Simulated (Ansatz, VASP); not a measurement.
HfN in VASP and in Ansatz

POSCAR

```
HfN
1.0
    0.0000000000      2.4548220000      2.1786545250
    2.4548220000      0.0000000000      2.1786545250
    2.4548220000      2.4548220000      0.0000000000
Hf N
1 1
Direct
    0.0000000000      0.0000000000      0.0000000000
    0.7500000000      0.7500000000      0.7500000000
```

INCAR.step1

```
PREC     = Accurate       # precision mode
ENCUT    = 520            # plane-wave cutoff, eV
ISMEAR   = 0              # smearing method
SIGMA    = 0.15           # smearing width, eV
LREAL    = F              # projectors in reciprocal space
LASPH    = T              # aspherical terms in the spheres
NELM     = 60             # most SCF steps
NBANDS   = 14             # bands
GGA      = PE             # functional
ALGO     = Normal         # electronic algorithm
EDIFF    = 1E-4           # SCF threshold, eV
LWAVE    = T              # write WAVECAR
LCHARG   = F              # write CHGCAR
```

INCAR.step2

```
PREC     = Accurate       # precision mode
ENCUT    = 520            # plane-wave cutoff, eV
EDIFF    = 1E-6           # SCF threshold, eV
ISMEAR   = 0              # smearing method
SIGMA    = 0.15           # smearing width, eV
LREAL    = F              # projectors in reciprocal space
LASPH    = T              # aspherical terms in the spheres
NELM     = 60             # most SCF steps
ALGO     = Normal         # electronic algorithm
ISIF     = 2              # what is computed and relaxed
LWAVE    = F              # write WAVECAR
LCHARG   = F              # write CHGCAR
METAGGA  = R2SCAN         # meta-GGA
LMIXTAU  = T            
NBANDS   = 14             # bands
ISTART   = 1
```

KPOINTS

```
regular mesh
0
Gamma
  16 16 16
```

Input for Ansatz:

```yaml
crystal:
  lattice:
    - [0.0, 2.454822, 2.178654525]
    - [2.454822, 0.0, 2.178654525]
    - [2.454822, 2.454822, 0.0]
  atoms:
    - { symbol: Hf, position: [0.0, 0.0, 0.0] }
    - { symbol: "N", position: [0.75, 0.75, 0.75] }
basis:
  ecutwfc: 500
kpoints:
  mp_grid: { grid: [16, 16, 16] }
hamiltonian:
  xc: r2scan
scf:
  occupations: { method: gaussian, width: 0.15 }
output:
  forces: true
  stress: true
  eigenvalues: true
```

Change from the starting cell: strain -0.1125 x Voigt [0, 0, 1, 0, 0, 0], atoms carried along.

Alike in both runs: task single point; functional r2SCAN; k mesh 16 × 16 × 16; occupations gaussian, width 0.15 eV; no spin polarisation.

```csv
,VASP,Ansatz
version,VASP 6.6.1,Ansatz 0.2.0
potentials or method,"VASP PAW PBE potentials, release 64 (Hf_pv, N), cutoff 520 eV","scalar-relativistic, plane waves, PAW"
valence electrons in the cell,15,31
```

```csv
,VASP,Ansatz,Ansatz less VASP
gap on the k mesh at the Fermi level (eV),none,none,-
pressure (GPa),24.8,25.9,+1.09
"traceless stress, the component that is largest in VASP (GPa)",9.55,9.57,+0.016
```

VASP's potentials were made for PBE, not for r2SCAN. A gap of «none» marks a metal or a gap that the smearing closes. VASP's potentials hold 15 valence electrons a cell and Ansatz's 31, so a difference there can come from the potentials and not from the codes.

Spin-orbit coupling is off throughout.
